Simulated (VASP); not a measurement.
Wanted: the native input for a VASP 6.6.1 run.

```yaml
Task: single point
Functional: PBEsol
Potentials_or_basis: VASP PAW PBE potentials, release 64 (Ca_sv, O)
Cutoff: 520 eV
k_mesh: 9 × 9 × 6
Occupations: gaussian, width 0.02 eV
Spin: no spin polarisation
Dipole_correction: no
Further_INCAR_settings: ALGO = Normal; EDIFF = 1e-06; NBANDS = 24
```

The structure of CaO lies in POSCAR:

```
CaO
1.0
    4.0516957828      0.0000000000      0.0000000000
   -2.0258478914      3.5088714763      0.0000000000
    0.0000000000      0.0000000000      4.8564212165
Ca O
2 2
Direct
    0.3333333300      0.6666666700      0.7500000000
    0.6666666700      0.3333333300      0.2500000000
    0.3333333300      0.6666666700      0.2500000000
    0.6666666700      0.3333333300      0.7500000000
```

This cell differs from its parent crystal: functional PBEsol, strained.

These files were run (other wordings do the same):

INCAR

```
ALGO = Normal ; EDIFF = 1E-6
ENCUT = 520 ; GGA = PS
ISIF = 2 ; ISMEAR = 0
LASPH = T ; LCHARG = F
LREAL = F ; LWAVE = F
NBANDS = 24 ; NELM = 100
PREC = Accurate ; SIGMA = 0.02
```

KPOINTS

```
k-points
0
Gamma
  9 9 6
```

Potentials or basis: VASP PAW PBE potentials, release 64 (Ca_sv, O).

Launch:

```sh
$ cat potpaw_PBE.64/Ca_sv/POTCAR potpaw_PBE.64/O/POTCAR > POTCAR
$ mpirun -np 1 vasp_std > vasp.out
```

It gave:

```yaml
Pressure: -5.3 GPa
Band_gap_on_the_k_mesh: 2.88 eV, direct
```

Caveat: the cell differs from its parent crystal (functional PBEsol, strained); the PAW data sets were made with another functional, which shifts forces and pressure a little.

It used 100 s of CPU time on 1 thread of AMD EPYC 7R13 Processor (Zen 3), with other jobs on the host.
